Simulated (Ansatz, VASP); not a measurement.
## Hf: VASP beside Ansatz

The input INCAR:

```
PREC = Accurate
ENCUT = 500
EDIFF = 1E-7
ISMEAR = 0
SIGMA = 0.1
LREAL = F
LASPH = T
NELM = 120
ALGO = Normal
ISIF = 3
LWAVE = F
LCHARG = F
GGA = PE
IBRION = 2
NSW = 90
EDIFFG = -0.04
GGA_COMPAT = F
NELMIN = 4
```

KPOINTS

```
regular mesh
0
Gamma
  6 6 6
```

POSCAR

```
Hf
1.0
    0.0000000000      2.9408856234      2.9408856234
    2.9408856234      0.0000000000      2.9408856234
    2.9408856234      2.9408856234      0.0000000000
Hf
2
Direct
    0.5000000000      0.5000000000      0.5000000000
    0.7500000000      0.7500000000      0.7500000000
```

Input for Ansatz:

```yaml
crystal:
  lattice:
    - [0.0, 2.9408856234, 2.9408856234]
    - [2.9408856234, 0.0, 2.9408856234]
    - [2.9408856234, 2.9408856234, 0.0]
  atoms:
    - { symbol: Hf, position: [0.5, 0.5, 0.5] }
    - { symbol: Hf, position: [0.75, 0.75, 0.75] }
basis:
  ecutwfc: 420
kpoints:
  mp_grid: { grid: [6, 6, 6] }
hamiltonian:
  xc: pbe
scf:
  occupations: { method: gaussian, width: 0.1 }
  lower_state_search: "off"
output:
  forces: true
  stress: true
  eigenvalues: true
relax:
  adjacent_minimum: "off"
  f_tol: 0.04
  max_steps: 70
  cell: { stress_tol: 0.4 }
```

Alike in both runs: task relaxation of cell and atoms; functional PBE; k mesh 6 × 6 × 6; occupations gaussian, width 0.1 eV; no spin polarisation.

```csv
,VASP,Ansatz
version,VASP 6.6.1,Ansatz 0.2.0
potentials or method,"VASP PAW PBE potentials, release 64 (Hf_pv), cutoff 500 eV","scalar-relativistic, plane waves, PAW"
valence electrons in the cell,20,52
```

```tsv
	VASP	Ansatz	Ansatz less VASP
gap on the k mesh at the Fermi level, each at its own relaxed structure (eV)	none	none	-
relaxed volume (Å³/atom)	35.39	35.46	+0.072
relaxed cell length with the largest relative difference (Å)	4.643	4.646	+0.0032
```

A gap of «none» marks a metal or a gap that the smearing closes. VASP's potentials hold 20 valence electrons a cell and Ansatz's 52, so a difference there can come from the potentials and not from the codes.

Spin-orbit coupling is off throughout. Noted on VASP's run: the volume moved by over 15 % at a fixed basis, so the end points are rough.
